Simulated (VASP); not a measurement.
# KBr3 (P4/mmm) in VASP: relaxation of cell and atoms with PBE

Aim: the relaxation of cell and atoms of KBr3 with PBE.

Everything below comes from runs of VASP 6.6.1. Logs are shortened: lines on timing, memory, paths and dates and some standing lists are left out, and cuts for length are marked.

## (1) The cell of the first run

The structure is tetragonal, space group P4/mmm (No. 123). The conventional cell has a = 7.712 Å, b = 7.712 Å, c = 11.109 Å, α = 90.00°, β = 90.00°, γ = 90.00°. K (site symmetry 4/mmm) has 2 Br at 3.00 Å within 4.0 Å. Within 3.4 Å of Br (site symmetry 4/mmm) lie 2 Br at 2.55 Å. Br (site symmetry 4mm) has 1 Br at 2.55 Å and 1 K at 3.00 Å within 3.4 Å.

The cell was generated, and may not be a known phase.

## (2) Relaxation of cell and atoms, PBE

INCAR

```
SYSTEM = KBr3
PREC = Accurate
ENCUT = 600
EDIFF = 1E-7
ISMEAR = 0
SIGMA = 0.02
LREAL = .False.
LASPH = .True.
NELM = 100
ALGO = Normal
ISIF = 3
LWAVE = .False.
LCHARG = .False.
GGA = PE
IBRION = 2
NSW = 100
EDIFFG = -0.01
```

KPOINTS

```
Automatic mesh
0
Gamma
  4 4 4
  0 0 0
```

POSCAR

```
KBr3
1.0
    7.7121975719      0.0000000000      0.0000000000
    0.0000000000      7.7121975719      0.0000000000
    0.0000000000      0.0000000000     11.1090442064
K Br
1 3
Direct
    0.0000000000      0.0000000000      0.5000000000
    0.0000000000      0.0000000000      0.0000000000
    0.0000000000      0.0000000000      0.2299059811
    0.0000000000      0.0000000000      0.7700940189
```

Potentials or basis: VASP PAW PBE potentials, release 64 (K_sv, Br).

Command:

```console
$ cat potpaw_PBE.64/K_sv/POTCAR potpaw_PBE.64/Br/POTCAR > POTCAR
$ mpirun -np 1 vasp_std > vasp.out
```

OUTCAR:

```text
SYSTEM = KBr3
   PREC = Accurate
   ENCUT = 600
   EDIFF = 1E-7
   ISMEAR = 0
   LREAL = .False.
   LASPH = .True.
   NELM = 100
   ISIF = 3
   GGA = PE
   IBRION = 2
   NSW = 100
   EDIFFG = -0.01

 ion  position               nearest neighbor table
   1  0.000  0.000  0.500-   3 3.00   4 3.00
   2  0.000  0.000  0.000-   3 2.55   4 2.55
   3  0.000  0.000  0.230-   2 2.55   1 3.00
   4  0.000  0.000  0.770-   2 2.55   1 3.00

  LATTYP: Found a simple tetragonal cell.
 ALAT       =     7.7121975719
 C/A-ratio  =     1.4404511947

  Lattice vectors:

 A1 = (   7.7121975719,   0.0000000000,   0.0000000000)
 A2 = (   0.0000000000,   7.7121975719,   0.0000000000)
 A3 = (   0.0000000000,   0.0000000000,  11.1090442064)

Analysis of symmetry for initial positions (statically):
=====================================================================
 Subroutine PRICEL returns:
 Original cell was already a primitive cell.

 Routine SETGRP: Setting up the symmetry group for a
 simple tetragonal supercell.

 Subroutine GETGRP returns: Found 16 space group operations
 (whereof 16 operations were pure point group operations)
 out of a pool of 16 trial point group operations.

The static configuration has the point symmetry D_4h.

Analysis of symmetry for dynamics (positions and initial velocities):
=====================================================================
 Subroutine PRICEL returns:
 Original cell was already a primitive cell.

 Routine SETGRP: Setting up the symmetry group for a
 simple tetragonal supercell.

 Subroutine GETGRP returns: Found 16 space group operations
 (whereof 16 operations were pure point group operations)
 out of a pool of 16 trial point group operations.

The dynamic configuration has the point symmetry D_4h.

 Subroutine INISYM returns: Found 16 space group operations
 (whereof 16 operations are pure point group operations),
 and found     1 'primitive' translations

----------------------------------------------------------------------------------------

                                     Primitive cell

  volume of cell :     660.7436

  direct lattice vectors                    reciprocal lattice vectors
     7.712197572  0.000000000  0.000000000     0.129664728  0.000000000  0.000000000
     0.000000000  7.712197572  0.000000000     0.000000000  0.129664728  0.000000000
     0.000000000  0.000000000 11.109044206     0.000000000  0.000000000  0.090016745

  length of vectors
     7.712197572  7.712197572 11.109044206     0.129664728  0.129664728  0.090016745

  position of ions in fractional coordinates (direct lattice)
     0.000000000  0.000000000  0.500000000
     0.000000000  0.000000000  0.000000000
     0.000000000  0.000000000  0.229905981
     0.000000000  0.000000000  0.770094019

  ion indices of the primitive-cell ions
   primitive index   ion index
                 1           1
                 2           2
                 3           3
                 4           4

----------------------------------------------------------------------------------------

 KPOINTS: Automatic mesh

Automatic generation of k-mesh.
 Grid dimensions read from file:
 generate k-points for:    4    4    4

 Generating k-lattice:

  Cartesian coordinates                     Fractional coordinates (reciprocal lattice)
     0.032416182  0.000000000  0.000000000     0.250000000  0.000000000  0.000000000
     0.000000000  0.032416182  0.000000000     0.000000000  0.250000000  0.000000000
     0.000000000  0.000000000  0.022504186     0.000000000  0.000000000  0.250000000

  Length of vectors
     0.032416182  0.032416182  0.022504186

  Shift w.r.t. Gamma in fractional coordinates (k-lattice)
     0.000000000  0.000000000  0.000000000

 Subroutine IBZKPT returns following result:
 ===========================================

 Found     18 irreducible k-points:

 Following reciprocal coordinates:
            Coordinates               Weight
  0.000000  0.000000  0.000000      1.000000
  0.250000  0.000000  0.000000      4.000000
  0.500000  0.000000  0.000000      2.000000
  0.250000  0.250000  0.000000      4.000000
  0.500000  0.250000  0.000000      4.000000
  0.500000  0.500000  0.000000      1.000000
[... 10 lines left out ...]
  0.500000  0.250000  0.500000      4.000000
  0.500000  0.500000  0.500000      1.000000
   k-points           NKPTS =     18   k-points in BZ     NKDIM =     18   number of bands    NBANDS=     19
   number of dos      NEDOS =    301   number of ions     NIONS =      4
   total plane-waves  NPLWV = 368640
   dimension x,y,z NGX =    64 NGY =   64 NGZ =   90
   dimension x,y,z NGXF=   128 NGYF=  128 NGZF=  180
   ions per type =               1   3
   NGX,Y,Z   is equivalent  to a cutoff of  13.80, 13.80, 13.47 a.u.
   NGXF,Y,Z  is equivalent  to a cutoff of  27.59, 27.59, 26.94 a.u.
 SYSTEM =  KBr3
   PREC   = accura    normal or accurate (medium, high low for compatibility)
   ISTART =      0    job   : 0-new  1-cont  2-samecut
   ICHARG =      2    charge: 1-file 2-atom 10-const
   ISPIN  =      1    spin polarized calculation?
   LNONCOLLINEAR =      F non collinear calculations
   LSORBIT =      F    spin-orbit coupling
   LASPH  =      T    aspherical Exc in radial PAW
   ENCUT  =  600.0 eV  44.10 Ry    6.64 a.u.  15.40 15.40 22.19*2*pi/ulx,y,z
   NELM   =    100;   NELMIN=  2; NELMDL= -5     # of ELM steps
   EDIFF  = 0.1E-06   stopping-criterion for ELM
   LREAL  =      F    real-space projection
   EDIFFG = -.1E-01   stopping-criterion for IOM
   NSW    =    100    number of steps for IOM
   IBRION =      2    ionic relax: 0-MD 1-quasi-New 2-CG
   NFREE  =      1    steps in history (QN), initial steepest desc. (CG)
   ISIF   =      3    stress and relaxation
   ISYM   =      2    0-nonsym 1-usesym 2-fastsym
   POTIM  = 0.5000    time-step for ionic-motion
   TEBEG  =    0.0;   TEEND  =   0.0 temperature during run
   PSTRESS=    0.0 pullay stress
   NELECT =      30.0000    total number of electrons
   NUPDOWN=      -1.0000    fix difference up-down
   EMIN   =  10.00;   EMAX   =-10.00  energy-range for DOS
   EFERMI =   0.00;   METHOD = LEGACY
   ISMEAR =     0;   SIGMA  =   0.02  broadening in eV -4-tet -1-fermi 0-gaus
   EFERMI_NEDOS =   21; number of points for ismear=-14 and -15
   IALGO  =     38    algorithm
   IMIX   =      4    mixing-type and parameters
     AMIX     =   0.40;   BMIX     =  1.00
     AMIX_MAG =   1.60;   BMIX_MAG =  1.00
  volume/ion in A,a.u.               =     165.19      1114.73
  Fermi-wavevector in a.u.,A,eV,Ry     =   0.584033  1.103663  4.640877  0.341095
  Thomas-Fermi vector in A             =   1.629569
   LORBIT       =      0    0 simple, 1 ext, 2 COOP (PROOUT), +10 PAW based schemes
   GGA     = PE    functional components
   LHFCALC =     F    Hartree Fock is set to
   AEXX    =    0.0000 exact exchange contribution
   IVDW    =     0    specifies the selected vdW correction
   LEPSILON=     F    determine dielectric tensor
   LRPA    =     F    only Hartree local field effects (RPA)
 conjugate gradient relaxation of ions
 non-spin polarized calculation
 Gauss-broadening in eV      SIGMA  =   0.02
  energy-cutoff  :      600.00
  volume of cell :      660.74
 maximum number of plane-waves:     22136
 NGX is ok and might be reduce to    64
   NGX = 31   NGY = 31   NGZ = 45

--------------------------------------- Ionic step        1  -------------------------------------------

 number of electron      30.0000004 magnetization

 Free energy of the ion-electron system (eV)
  ---------------------------------------------------
  ext. energy  EPLUGINS =         0.00000000
  ---------------------------------------------------
  free energy    TOTEN  =        -8.51132307 eV

  energy without entropy =       -8.51132307  energy(sigma->0) =       -8.51132307

------------------------ aborting loop because EDIFF is reached ----------------------------------------

  FORCE on cell =-STRESS in cart. coord.  units (eV):
  Direction    XX          YY          ZZ          XY          YZ          ZX
  --------------------------------------------------------------------------------------
  -------------------------------------------------------------------------------------
  Total        0.1623950      0.1623950      0.0699927      0.0000000     -0.0000000      0.0000000
  in kB        0.3937770      0.3937770      0.1697190      0.0000000     -0.0000000      0.0000000
  external PRESSURE =       0.3190910 kB  Pullay stress =       0.0000000 kB
[... 95 lines left out ...]
  FREE ENERGIE OF THE ION-ELECTRON SYSTEM (eV)
  ---------------------------------------------------
  free  energy   TOTEN  =        -8.5134502764 eV

  energy  without entropy=       -8.5134502764  energy(sigma->0) =       -8.51345028

[... ionic steps 4 to 36 ...]

--------------------------------------- Ionic step       37  -------------------------------------------

 number of electron      30.0000004 magnetization

------------------------ aborting loop because EDIFF is reached ----------------------------------------

  FORCE on cell =-STRESS in cart. coord.  units (eV):
  Direction    XX          YY          ZZ          XY          YZ          ZX
  --------------------------------------------------------------------------------------
  -------------------------------------------------------------------------------------
  Total        0.0060524      0.0060524      0.0016797      0.0000000     -0.0000000      0.0000000
  in kB        0.0085613      0.0085613      0.0023760      0.0000000     -0.0000000      0.0000000
  external PRESSURE =       0.0064996 kB  Pullay stress =       0.0000000 kB
[... 61 lines left out ...]
  energy  without entropy=       -8.5533602756  energy(sigma->0) =       -8.55336028

--------------------------------------- Ionic step       39  -------------------------------------------

 number of electron      30.0000015 magnetization

 Free energy of the ion-electron system (eV)
  ---------------------------------------------------
  ext. energy  EPLUGINS =         0.00000000
  ---------------------------------------------------
  free energy    TOTEN  =        -8.55348547 eV

  energy without entropy =       -8.55348547  energy(sigma->0) =       -8.55348547

 E-fermi :  -5.0939     XC(G=0):  -1.5811

 val. band max:       -5.2529759608   @ k =   0.5000   0.0000   0.0000
 cond. band min:      -3.2520951551   @ k =   0.0000   0.0000   0.5000
 fundamental gap:      2.0008808057
 Fermi energy:        -5.0938872262

 k-point     1 :       0.0000    0.0000    0.0000
  band No.  band energies     occupation
      1     -35.3395      2.00000
      2     -19.6545      2.00000
      3     -19.0665      2.00000
      4     -18.8414      2.00000
      5     -18.8414      2.00000
      6     -18.1959      2.00000
[... 11 lines left out ...]
     18       0.5449      0.00000
     19       0.5962      0.00000
[... 403 lines left out ...]
  FREE ENERGIE OF THE ION-ELECTRON SYSTEM (eV)
  ---------------------------------------------------
  free  energy   TOTEN  =        -8.5534854695 eV

  energy  without entropy=       -8.5534854695  energy(sigma->0) =       -8.55348547

 reached required accuracy - stopping structural energy minimisation
```

It took 2.3 h on 1 thread of Intel Xeon 6975P-C (Granite Rapids), shared host; peak memory 0.99 GiB.

Results:

* Free energy: -8.5535 eV
* Relaxed cell: a = 10.293 Å, b = 10.293 Å, c = 11.168 Å, α = 90.00°, β = 90.00°, γ = 90.00°
* Space group after relaxing (to 0.1 Å): P4/mmm (No. 123)
* Energy gained by relaxing: 10.5 meV/atom
* Ionic steps: 39
* Pressure after relaxing: 0.0 GPa
* Largest force after relaxing: 0.009 eV/Å
* Band gap on the k mesh: 2.00 eV (least direct gap 2.02 eV)

Forces on the atoms (eV/Å):
```
K    0.000  0.000  0.000
Br   0.000  0.000  0.000
Br   0.000  0.000  0.009
Br   0.000  0.000 -0.009
```

The path:
| step | energy change (eV) | largest force (eV/Å) | pressure (GPa) | volume (Å³) |
| --- | --- | --- | --- | --- |
| 1 | 0.0000 | 0.0095 | 0.03 | 660.74 |
| 2 | -0.0007 | 0.0162 | 0.02 | 663.89 |
| 3 | -0.0021 | 0.0358 | 0.00 | 673.40 |
| 4 | -0.0030 | 0.0744 | -0.05 | 692.68 |
| 5 | -0.0031 | 0.0737 | -0.05 | 693.19 |
| 6 | -0.0034 | 0.0716 | -0.05 | 694.71 |
| 7 | -0.0040 | 0.0674 | -0.05 | 697.78 |
| 8 | -0.0052 | 0.0592 | -0.05 | 703.92 |
| 9 | -0.0074 | 0.0428 | -0.04 | 716.29 |
| 10 | -0.0114 | 0.0101 | -0.04 | 741.38 |
| 11 | -0.0170 | 0.0551 | -0.04 | 792.94 |
| 12 | -0.0198 | 0.1847 | -0.04 | 901.66 |
| 13 | -0.0258 | 0.2469 | 0.01 | 910.83 |
| 14 | -0.0268 | 0.2850 | 0.04 | 916.22 |
| 15 | -0.0324 | 0.1931 | 0.03 | 927.41 |
| 16 | -0.0377 | 0.0210 | 0.01 | 953.88 |
| 17 | -0.0377 | 0.0149 | 0.01 | 953.12 |
| 18 | -0.0379 | 0.0266 | 0.00 | 955.10 |
| 19 | -0.0379 | 0.0273 | 0.00 | 955.24 |
| 20 | -0.0380 | 0.0150 | 0.00 | 956.55 |
| 21 | -0.0381 | 0.0110 | 0.01 | 959.32 |
| 22 | -0.0381 | 0.0179 | 0.01 | 960.06 |
| 23 | -0.0383 | 0.0157 | 0.00 | 962.57 |
| 24 | -0.0385 | 0.0091 | 0.00 | 970.12 |
| 25 | -0.0389 | 0.0041 | -0.01 | 985.34 |
| 26 | -0.0389 | 0.0300 | -0.03 | 1016.19 |
| 27 | -0.0390 | 0.0166 | -0.02 | 1000.13 |
| 28 | -0.0390 | 0.0164 | -0.02 | 1000.51 |
| 29 | -0.0391 | 0.0156 | -0.02 | 1001.65 |
| 30 | -0.0392 | 0.0140 | -0.02 | 1003.92 |
| 31 | -0.0394 | 0.0109 | -0.02 | 1008.48 |
| 32 | -0.0397 | 0.0047 | -0.01 | 1017.63 |
| 33 | -0.0404 | 0.0079 | -0.01 | 1036.04 |
| 34 | -0.0412 | 0.0332 | 0.00 | 1073.34 |
| 35 | -0.0415 | 0.0856 | 0.01 | 1149.84 |
| 36 | -0.0416 | 0.0658 | 0.00 | 1121.14 |
| 37 | -0.0418 | 0.0516 | 0.00 | 1132.66 |
| 38 | -0.0420 | 0.0096 | -0.01 | 1167.57 |
| 39 | -0.0422 | 0.0089 | 0.00 | 1183.06 |

Final structure:
```yaml
crystal:
  lattice:
    - [10.29253, 0.00000, 0.00000]
    - [0.00000, 10.29253, 0.00000]
    - [0.00000, 0.00000, 11.16772]
  atoms:
    - { symbol: K, position: [0.00000, 0.00000, 0.50000] }
    - { symbol: Br, position: [0.00000, 0.00000, 0.00000] }
    - { symbol: Br, position: [0.00000, 0.00000, 0.22888] }
    - { symbol: Br, position: [0.00000, 0.00000, 0.77112] }
```

Caveat: the volume moved by over 15 % at a fixed basis, so the end points are rough; the relaxation moved the vacuum too, so the length across it says nothing of the material. A k mesh can miss the band edges.
